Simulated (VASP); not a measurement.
A run of VASP 6.6.1:

File INCAR:

```
SYSTEM = Bi
PREC     = Accurate       ! precision mode
ENCUT    = 520            ! plane-wave cutoff, eV
EDIFF    = 1E-8           ! SCF threshold, eV
ISMEAR   = -1             ! smearing method
SIGMA    = 0.03           ! smearing width, eV
LREAL    = .FALSE.        ! projectors in reciprocal space
LASPH    = .TRUE.         ! aspherical terms in the spheres
NELM     = 60             ! most SCF steps
ALGO     = Normal         ! electronic algorithm
ISIF     = 2              ! what is computed and relaxed
LWAVE    = .FALSE.        ! write WAVECAR
LCHARG   = .FALSE.        ! write CHGCAR
GGA      = PE             ! functional
LEFG     = .TRUE.       
NBANDS   = 22             ! bands
KPAR     = 4
```

Contents of KPOINTS:

```
regular mesh
0
G
  11 11 11
  0 0 0
```

POSCAR

```
Bi
1.0
    2.3519944330      1.4057219714      4.0077797498
   -2.1940049238      1.3375319810      3.9395897595
    0.0199404907     -2.5653239523      3.9146304907
Bi
2
Direct
    0.2338900000      0.2338900000      0.2338900000
    0.7661100000      0.7661100000      0.7661100000
```

Potentials or basis: VASP PAW PBE potentials, release 64 (Bi_d).

The run is started by

```bash
$ cat potpaw_PBE.64/Bi_d/POTCAR > POTCAR
$ mpirun -np 4 vasp_std > vasp.out
```

Hardware: 4 MPI ranks on Oxide Virtual Turin-like Processor (shared host).

Question: Estimate the wall time of this run.

Answer: Run time: 3.3 min on 4 MPI ranks on Oxide Virtual Turin-like Processor, with other jobs on the host, peak memory 0.81 GiB a rank. Counts: scf iterations 13, k points 666.
